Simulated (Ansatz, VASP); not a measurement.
MgO: VASP beside Ansatz

```
Mg O
1.0
     0.00000    2.13515    2.13515
     2.13515    0.00000    2.13515
     2.13515    2.13515    0.00000
Mg O
1 1
Cartesian
  0.0000 0.0000 0.0000
  2.1970 2.1970 2.1351
```

Change from the starting cell: all O atoms moved +0.087 Å, as atom 2 along Cartesian [1 1 0].

Alike in both runs: task single point; functional PBE; k mesh 10 × 10 × 10; occupations gaussian, width 0.05 eV; no spin polarisation.

```csv
,VASP,Ansatz
version,VASP 6.6.1,Ansatz 0.2.0
potentials or method,"VASP PAW PBE potentials, release 64 (Mg_sv, O), cutoff 840 eV","scalar-relativistic, plane waves, PAW"
valence electrons in the cell,16,16
```

Ansatz gave:

* gap on the k mesh at the Fermi level (eV): 4.35
* least direct gap on the mesh (eV): 4.35
* pressure (GPa): -1.1
* traceless stress, the component that is largest in VASP (GPa): -0.77
* rms of the force components (eV/Å): 0.228

Task: Estimate VASP's values.

Result: gap on the k mesh at the Fermi level (eV): 4.35; least direct gap on the mesh (eV): 4.35; pressure (GPa): -1.0; traceless stress, the component that is largest in VASP (GPa): -0.78; rms of the force components (eV/Å): 0.233.

Atom by atom the forces differ by 0.006 eV/Å (rms over components). The functional is the same, so the differences come from potentials, cutoffs and numerics.
